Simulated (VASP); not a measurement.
# NaZnCl3 in VASP: further runs, part 2 of 2

VASP 6.6.1. The steps go on from the part before.

## Step 5: Single point, PBE

The input, INCAR:

```
PREC = Accurate
ENCUT = 520
EDIFF = 1E-6
ISMEAR = -1
SIGMA = 0.0991
LREAL = Auto
LASPH = T
NELM = 80
ALGO = Normal
ISIF = 2
LWAVE = F
LCHARG = F
GGA = PE
NBANDS = 73
ISYM = 0
```

The input, KPOINTS:

```
regular mesh
0
Gamma
  1 1 1
```

The input, POSCAR:

```
NaZnCl3
1.0
    7.3746020000      0.0495700000      0.0246180000
    0.0495700000      7.3079440000      0.1589410000
    0.0246180000      0.1589410000      7.5744090000
Na Cl Zn
3 9 3
Direct
    0.6423569629      0.5496302592      0.7198344680
    0.7444697239      0.9924551914      0.2001414003
    0.0509983717      0.2461138236      0.1969471077
    0.2626890633      0.3429554801      0.9215373019
    0.4192816867      0.8315872702      0.9189070475
    0.7586954286      0.3275023958     -0.0237679431
    0.0785572228      0.6331393644      0.2089133653
    0.9150821252      0.2671737629      0.5513333969
    0.6366765091      0.7169198894      0.3231547615
    0.9059515809      0.8838211804      0.8614283783
    0.3876544854      0.4423064883      0.5034252951
    0.2257274699      0.0025705263      0.3835538164
    0.1133535549      0.6436372265      0.9022483626
    0.1886074501      0.2391323907      0.6329242216
    0.3628127079      0.7929805985      0.2040226699
```

Potentials or basis: VASP PAW PBE potentials, release 64 (Na_pv, Cl, Zn).

On the command line:

```console
$ cat potpaw_PBE.64/Na_pv/POTCAR potpaw_PBE.64/Cl/POTCAR potpaw_PBE.64/Zn/POTCAR > POTCAR
$ mpirun -np 1 vasp_gam > vasp.out
```

OUTCAR:

```text
PREC = Accurate
   ENCUT = 520
   EDIFF = 1E-6
   ISMEAR = -1
   LREAL = Auto
   LASPH = T
   NELM = 80
   ISIF = 2
   GGA = PE
   ISYM = 0

 ion  position               nearest neighbor table
   1  0.642  0.550  0.720-   6 2.62  11 2.65
   2  0.744  0.992  0.200-   9 2.33
   3  0.051  0.246  0.197-  12 2.56   4 2.67
   4  0.263  0.343  0.922-  14 2.41  13 2.44   3 2.67
   5  0.419  0.832  0.919-  15 2.20  13 2.66
   6  0.759  0.328  0.976-   1 2.62
   7  0.079  0.633  0.209-  13 2.33  15 2.41
   8  0.915  0.267  0.551-  14 2.12
   9  0.637  0.717  0.323-  15 2.27   2 2.33
  10  0.906  0.884  0.861-  13 2.32
  11  0.388  0.442  0.503-  14 2.29   1 2.65
  12  0.226  0.003  0.384-  15 2.31   3 2.56  14 2.63
  13  0.113  0.644  0.902-  10 2.32   7 2.33   4 2.44   5 2.66
  14  0.189  0.239  0.633-   8 2.12  11 2.29   4 2.41  12 2.63
[... 229 lines left out ...]
     72       6.7255      0.00000
 [bands above 72 left out]

------------------------ aborting loop because EDIFF is reached ----------------------------------------

  FORCE on cell =-STRESS in cart. coord.  units (eV):
  Direction    XX          YY          ZZ          XY          YZ          ZX
  --------------------------------------------------------------------------------------
  -------------------------------------------------------------------------------------
  Total        7.1845820      1.9252565      3.8771070      2.6722492     -1.8071175     -1.1161976
  in kB       28.2131710      7.5602992     15.2250310     10.4936686     -7.0963789     -4.3832017
  external PRESSURE =      16.9995004 kB  Pullay stress =       0.0000000 kB

 VOLUME and BASIS-vectors are now :
 -----------------------------------------------------------------------------
  energy-cutoff  :      520.00
  volume of cell :      408.00
      direct lattice vectors                 reciprocal lattice vectors
     7.374602000  0.049570000  0.024618000     0.135608067 -0.000910663 -0.000421638
     0.049570000  7.307944000  0.158941000    -0.000910663  0.136905986 -0.002869868
     0.024618000  0.158941000  7.574409000    -0.000421638 -0.002869868  0.132085093

 POSITION                                       TOTAL-FORCE (eV/Angst)
 -----------------------------------------------------------------------------------
      4.78209      4.16292      5.55549         0.082166      0.040233      0.013999
      5.54429      7.32152      1.69202         0.379130      1.131796     -0.771165
      0.39314      1.83242      1.53213        -0.128135      0.705491     -0.145828
      1.97691      2.66579      7.04108        -0.493304      0.312418     -0.665439
      3.15588      6.24403      7.10267        -0.383431     -0.162687     -0.612141
      5.63534      2.58614      7.46511         0.062271     -0.264094      0.816789
      0.61586      4.66405      1.68496         0.444585     -0.118397     -0.095780
      6.77518      2.08548      4.24102        -1.056735      0.001275     -0.417866
      4.73873      5.32213      2.57733        -0.433689     -0.533593      0.504235
      6.74605      6.64074      6.68759         0.847449     -0.856698     -0.548724
      2.89312      3.33158      3.89299        -0.327509     -0.550171      0.285215
      1.67422      0.09094      2.91116         0.298764     -0.061313      0.163293
      0.89005      4.85269      6.93909        -0.184363      0.260832      0.492805
      1.41834      1.85751      4.83668         1.086588      0.587795      0.056558
      2.71993      5.84547      1.68032        -0.193787     -0.492887      0.924049
 -----------------------------------------------------------------------------------
    total drift:                                0.001071      0.000952     -0.000209

  FREE ENERGIE OF THE ION-ELECTRON SYSTEM (eV)
  ---------------------------------------------------
  free  energy   TOTEN  =       -40.7812366735 eV

  energy  without entropy=      -40.7812031552  energy(sigma->0) =      -40.78121991
```

OSZICAR:

```text
N       E                     dE             d eps       ncg     rms          rms(c)
DAV:   1     0.157107169281E+04    0.15711E+04   -0.59731E+04   146   0.184E+03
DAV:   2     0.247147614393E+03   -0.13239E+04   -0.12794E+04   162   0.473E+02
DAV:   3    -0.234434257041E+02   -0.27059E+03   -0.26363E+03   163   0.208E+02
DAV:   4    -0.441720227506E+02   -0.20729E+02   -0.20565E+02   172   0.583E+01
DAV:   5    -0.446738103567E+02   -0.50179E+00   -0.49972E+00   172   0.108E+01    0.129E+01
DAV:   6    -0.410004917026E+02    0.36733E+01   -0.44725E+00   228   0.542E+01    0.101E+01
DAV:   7    -0.408338503642E+02    0.16664E+00   -0.91097E+00   172   0.114E+01    0.567E+00
DAV:   8    -0.407877863361E+02    0.46064E-01   -0.14555E+00   180   0.870E+00    0.236E+00
DAV:   9    -0.407780534923E+02    0.97328E-02   -0.16887E-01   204   0.706E+00    0.751E-01
DAV:  10    -0.407793245459E+02   -0.12711E-02   -0.57859E-02   156   0.168E+00    0.313E-01
DAV:  11    -0.407803565087E+02   -0.10320E-02   -0.70793E-03   212   0.826E-01    0.222E-01
DAV:  12    -0.407812149834E+02   -0.85847E-03   -0.64327E-03   172   0.611E-01    0.121E-01
DAV:  13    -0.407812328550E+02   -0.17872E-04   -0.10923E-03   172   0.287E-01    0.669E-02
DAV:  14    -0.407812197424E+02    0.13113E-04   -0.32619E-04   188   0.107E-01    0.283E-02
DAV:  15    -0.407812337901E+02   -0.14048E-04   -0.67924E-05   148   0.427E-02    0.139E-02
DAV:  16    -0.407812359661E+02   -0.21759E-05   -0.60670E-06   164   0.296E-02    0.681E-03
DAV:  17    -0.407812366735E+02   -0.70746E-06   -0.41928E-06   132   0.104E-02
   1 F= -.40781237E+02 E0= -.40781220E+02  d E =-.335184E-04
```

It took 42 s on 1 thread of Intel Xeon 6975P-C (Granite Rapids), shared host; peak memory 0.38 GiB.

Results:

| Property | Result |
| --- | --- |
| Free energy | -40.7812 eV |
| Pressure | 1.7 GPa |
| Largest force | 1.421 eV/Å |
| Band gap on the k mesh | 2.37 eV |

Forces in eV/Å, atoms in the order of the input:
```
Na   0.082  0.040  0.014
Na   0.379  1.132 -0.771
Na  -0.128  0.705 -0.146
Cl  -0.493  0.312 -0.665
Cl  -0.383 -0.163 -0.612
Cl   0.062 -0.264  0.817
Cl   0.445 -0.118 -0.096
Cl  -1.057  0.001 -0.418
Cl  -0.434 -0.534  0.504
Cl   0.847 -0.857 -0.549
Cl  -0.328 -0.550  0.285
Cl   0.299 -0.061  0.163
Zn  -0.184  0.261  0.493
Zn   1.087  0.588  0.057
Zn  -0.194 -0.493  0.924
```

Levels at points of the mesh, in eV from the valence-band top:
```csv
k point,band 57,band 58,band 59,band 60,band 61,band 62,band 63,band 64
"(0.00, 0.00, 0.00)",-0.79,-0.65,-0.29,0.00,2.37,3.29,4.73,5.13
```

Caveat: the k points lie up to 0.86 Å⁻¹ apart.

## Step 6: Single point, PBE

The input, INCAR:

```
SYSTEM = NaZnCl3
PREC = Accurate
ENCUT = 520
EDIFF = 1E-6
ISMEAR = -1
SIGMA = 0.0991
LREAL = Auto
LASPH = .True.
NELM = 80
ALGO = Normal
ISIF = 2
LWAVE = .False.
LCHARG = .False.
GGA = PE
NBANDS = 73
ISYM = 0
```

The input, KPOINTS:

```
Automatic mesh
0
Gamma
  1 1 1
  0 0 0
```

The input, POSCAR:

```
NaZnCl3
1.0
    7.3746020000      0.0495700000      0.0246180000
    0.0495700000      7.3079440000      0.1589410000
    0.0246180000      0.1589410000      7.5744090000
Na Cl Zn
3 9 3
Direct
    0.6638816344      0.5445040489      0.7076166000
    0.8310801614      1.0218447430      0.0781434490
   -0.0189116688      0.3605310998      0.3112561513
    0.2129189087      0.3498082405      0.9066859858
    0.3663446658      0.8212145457      0.9591067324
    0.6758381789      0.3660581759      0.0505285050
    0.0325436226      0.7136131494      0.2167085846
    0.9102215267      0.2601513124      0.6102773770
    0.6130715931      0.8475677768      0.3789531478
    0.8968225453      0.8532873337      0.7949959766
    0.3158874597      0.5479335052      0.4931206360
    0.2092611728      0.0799928444      0.3560358657
    0.1040720040      0.6624685146      0.9451956644
    0.2068743138      0.2741947047      0.5991323399
    0.3717834889      0.7646589538      0.2504506656
```

Potentials or basis: VASP PAW PBE potentials, release 64 (Na_pv, Cl, Zn).

On the command line:

```console
$ cat potpaw_PBE.64/Na_pv/POTCAR potpaw_PBE.64/Cl/POTCAR potpaw_PBE.64/Zn/POTCAR > POTCAR
$ mpirun -np 1 vasp_gam > vasp.out
```

It took 39 s on 1 thread of Intel Xeon 6975P-C (Granite Rapids), shared host; peak memory 0.38 GiB.

The run converged. Its results:

| Quantity | Value |
| --- | --- |
| Free energy | -41.2725 eV |
| Pressure | 2.4 GPa |
| Largest force | 1.677 eV/Å |
| Band gap on the k mesh | 2.73 eV |

Forces on the atoms (eV/Å):
```
Na   0.026  0.082  0.237
Na  -0.405  0.256  0.234
Na  -0.449  0.433 -1.330
Cl  -0.103  0.443 -0.166
Cl   0.840  0.230 -0.626
Cl   0.533 -0.068  0.239
Cl  -0.490 -0.145  1.031
Cl  -1.524  0.216  0.547
Cl   0.999  0.296  0.265
Cl   0.289 -1.010 -0.208
Cl   0.449 -0.353  0.504
Cl   0.362  0.249  0.243
Zn  -0.290 -0.567 -1.551
Zn   0.299 -0.242  0.322
Zn  -0.535  0.180  0.261
```

Stress tensor (GPa, compression positive):
```
 3.28  1.24 -0.06
 1.24  0.76 -0.34
-0.06 -0.34  3.30
```

Levels at points of the mesh, in eV from the valence-band top:
| k point | band 56 | band 57 | band 58 | band 59 | band 60 | band 61 | band 62 | band 63 | band 64 | band 65 |
| --- | --- | --- | --- | --- | --- | --- | --- | --- | --- | --- |
| (0.00, 0.00, 0.00) | -0.86 | -0.66 | -0.45 | -0.17 | 0.00 | 2.73 | 4.23 | 4.74 | 5.42 | 5.96 |

Caveat: the k points lie up to 0.86 Å⁻¹ apart.
